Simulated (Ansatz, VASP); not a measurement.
Two plane-wave programs on InAs

Contents of INCAR:

```
PREC = Accurate
ENCUT = 500
EDIFF = 1E-6
ISMEAR = -1
SIGMA = 0.05
LREAL = False
LASPH = True
NELM = 120
ALGO = Normal
ISIF = 2
LWAVE = False
LCHARG = False
GGA = PS
NBANDS = 16
GGA_COMPAT = False
```

The input KPOINTS:

```
Automatic mesh
0
Gamma
  7 7 7
```

Contents of POSCAR:

```
InAs
1.0
    0.0000000000      3.0180000000      2.8972800000
    3.0180000000      0.0000000000      2.8972800000
    3.0180000000      3.0180000000      0.0000000000
In As
1 1
Direct
    0.0000000000      0.0000000000      0.0000000000
    0.7500000000      0.7500000000      0.7500000000
```

The input input.yaml:

```yaml
crystal:
  lattice:
    - [0.0, 3.018, 2.89728]
    - [3.018, 0.0, 2.89728]
    - [3.018, 3.018, 0.0]
  atoms:
    - { symbol: In, position: [0.0, 0.0, 0.0] }
    - { symbol: As, position: [0.75, 0.75, 0.75] }
hamiltonian:
  xc: pbesol
  pseudopotentials: { kind: paw }
kpoints:
  mp_grid: { grid: [7, 7, 7] }
scf:
  occupations: { method: fermi_dirac, width: 0.05 }
output:
  forces: true
  stress: true
  eigenvalues: true
```

Alike in both runs: task single point; functional PBEsol; k mesh 7 × 7 × 7; occupations fermi-dirac, width 0.05 eV; no spin polarisation.

|  | VASP | Ansatz |
| --- | --- | --- |
| version | VASP 6.6.1 | Ansatz 0.2.0 |
| potentials or method | VASP PAW PBE potentials, release 64 (In_d, As) | Ansatz PAW |
| plane-wave cutoff (eV) | 500 | 420 |
| valence electrons in the cell | 18 | 28 |

|  | VASP | Ansatz | Ansatz less VASP |
| --- | --- | --- | --- |
| gap on the k mesh at the Fermi level (eV) | 0.18 | 0.19 | +0.007 |
| least direct gap on the mesh (eV) | 0.18 | 0.19 | +0.007 |
| pressure (GPa) | 4.4 | 4.3 | -0.11 |
| traceless stress, the component that is largest in VASP (GPa) | 0.76 | 0.77 | +0.004 |

VASP's potentials were made for PBE, not for PBEsol. With one functional, cell and mesh, what is left measures potentials, basis and numerics. VASP's potentials hold 18 valence electrons a cell and Ansatz's 28, so a difference there can come from the potentials and not from the codes.

Noted on Ansatz's run: odd divisions of the mesh miss points on the zone boundary, where band edges often lie, so the gap on the mesh can be too wide.
